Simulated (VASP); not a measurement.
## HfSiO4: single point with PBEsol

The system is HfSiO4.

```
Hf Si O
1.0
     5.42066   -1.48847   -0.00374
     5.42066    1.48847   -0.00374
    -2.49553    0.00000    4.53183
Hf Si O
1 1 4
Cartesian
  4.1729 0.0000 2.2622
  0.0000 0.0000 0.0000
  5.8989 0.0000 1.0720
  -0.9587 0.0000 3.6496
  2.4469 0.0000 3.4523
  9.3045 0.0000 0.8747
```

```yaml
Program: VASP 6.6.1
Task: single point
Functional: PBEsol
Potentials_or_basis: VASP PAW PBE potentials, release 64 (Hf_pv, Si, O)
Cutoff: 520 eV
k_mesh: 8 × 8 × 6
Occupations: fermi-dirac, width 0.03 eV
Spin: no spin polarisation
```

| Item | Value |
| --- | --- |
| Pressure | -1.1 GPa |
| Largest force | 0.224 eV/Å |
| Band gap on the k mesh | 2.96 eV (least direct gap 3.02 eV) |

Forces on the atoms (eV/Å):
```
Hf   0.000  0.000  0.000
Si   0.000  0.000  0.000
O   -0.103  0.000  0.095
O    0.000  0.000 -0.224
O    0.103  0.000 -0.095
O    0.000  0.000  0.224
```

Stress tensor (GPa, compression positive):
```
-0.72  0.00  0.12
 0.00 -1.03  0.00
 0.12  0.00 -1.47
```

Levels at points of the mesh, in eV from the valence-band top:
| k point | band 15 | band 16 | band 17 | band 18 | band 19 | band 20 | band 21 | band 22 | band 23 | band 24 |
| --- | --- | --- | --- | --- | --- | --- | --- | --- | --- | --- |
| (0.00, 0.00, 0.00) | -1.75 | -1.52 | -0.71 | -0.61 | -0.06 | 2.96 | 4.54 | 6.02 | 7.10 | 7.28 |
| (0.50, 0.00, 0.00) | -1.94 | -1.72 | -1.55 | -0.62 | -0.10 | 4.30 | 4.80 | 7.81 | 8.70 | 9.29 |
| (0.50, 0.50, 0.00) | -1.93 | -1.54 | -1.03 | -0.76 | -0.61 | 3.10 | 4.58 | 5.98 | 6.87 | 7.30 |
| (0.00, 0.00, 0.50) | -2.19 | -1.96 | -1.33 | -0.66 | -0.17 | 3.83 | 5.20 | 6.07 | 6.18 | 7.38 |
| (0.50, 0.00, 0.50) | -2.04 | -1.58 | -1.10 | -0.66 | -0.63 | 3.10 | 4.89 | 7.81 | 9.17 | 9.52 |
| (0.50, 0.50, 0.50) | -2.16 | -2.00 | -1.26 | -0.33 | -0.19 | 3.90 | 5.34 | 6.04 | 6.17 | 7.38 |

It took 5.5 min on 1 thread of Intel(R) Xeon(R) Platinum 8375C CPU @ 2.90GHz (Ice Lake), on a shared host, peak memory 0.39 GiB.

Caveat: the PAW data sets were made with another functional, which shifts forces and pressure a little; spin-orbit coupling is left out, which moves the levels of the heavy elements. A k mesh can miss the band edges.
